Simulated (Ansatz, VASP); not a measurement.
**Two plane-wave programs on MgO**

Contents of INCAR:

```
PREC = Accurate ; ENCUT = 520
EDIFF = 1E-6 ; ISMEAR = 0
SIGMA = 0.05 ; LREAL = F
LASPH = T ; NELM = 60
ALGO = Normal ; ISIF = 2
LWAVE = F ; LCHARG = F
GGA = PE ; NBANDS = 16
```

KPOINTS

```
regular mesh
0
Gamma
  9 9 6
```

POSCAR

```
MgO
1.0
    3.4096493844      0.0000000000      0.0000000000
   -1.7048246922      2.9528429849      0.0000000000
    0.0000000000      0.0000000000      4.3769669148
Mg O
2 2
Direct
    0.6666666667      0.3333333333      0.7500000000
    0.3333333333      0.6666666667      0.2500000000
    0.6666666667      0.3333333333      0.2500000000
    0.3333333333      0.6666666667      0.7500000000
```

Input for Ansatz:

```yaml
crystal:
  lattice:
    - [3.4096493844, 0.0, 0.0]
    - [-1.7048246922, 2.9528429849, 0.0]
    - [0.0, 0.0, 4.3769669148]
  atoms:
    - { symbol: Mg, position: [0.6666666667, 0.3333333333, 0.75] }
    - { symbol: Mg, position: [0.3333333333, 0.6666666667, 0.25] }
    - { symbol: O, position: [0.6666666667, 0.3333333333, 0.25] }
    - { symbol: O, position: [0.3333333333, 0.6666666667, 0.75] }
basis:
  ecutwfc: 520.0
kpoints:
  mp_grid: { grid: [9, 9, 6] }
hamiltonian:
  xc: pbe
  pseudopotentials: { kind: paw, azcp: { folder: soft_1 } }
scf:
  occupations: { method: gaussian, width: 0.05 }
output:
  forces: true
  stress: true
  eigenvalues: true
```

Alike in both runs: task single point; functional PBE; k mesh 9 × 9 × 6; occupations gaussian, width 0.05 eV; no spin polarisation.

|  | VASP | Ansatz |
| --- | --- | --- |
| version | VASP 6.6.1 | Ansatz 0.2.0 |
| potentials or method | VASP PAW PBE potentials, release 64 (Mg, O), cutoff 520 eV | scalar-relativistic, plane waves, PAW |
| valence electrons in the cell | 16 | 32 |

|  | VASP | Ansatz | Ansatz less VASP |
| --- | --- | --- | --- |
| gap on the k mesh at the Fermi level (eV) | 3.35 | 3.37 | +0.021 |
| least direct gap on the mesh (eV) | 3.35 | 3.37 | +0.021 |
| pressure (GPa) | 4.5 | 5.1 | +0.55 |
| traceless stress, the component that is largest in VASP (GPa) | -7.13 | -6.95 | +0.174 |

VASP's potentials hold 16 valence electrons a cell and Ansatz's 32, so a difference there can come from the potentials and not from the codes.
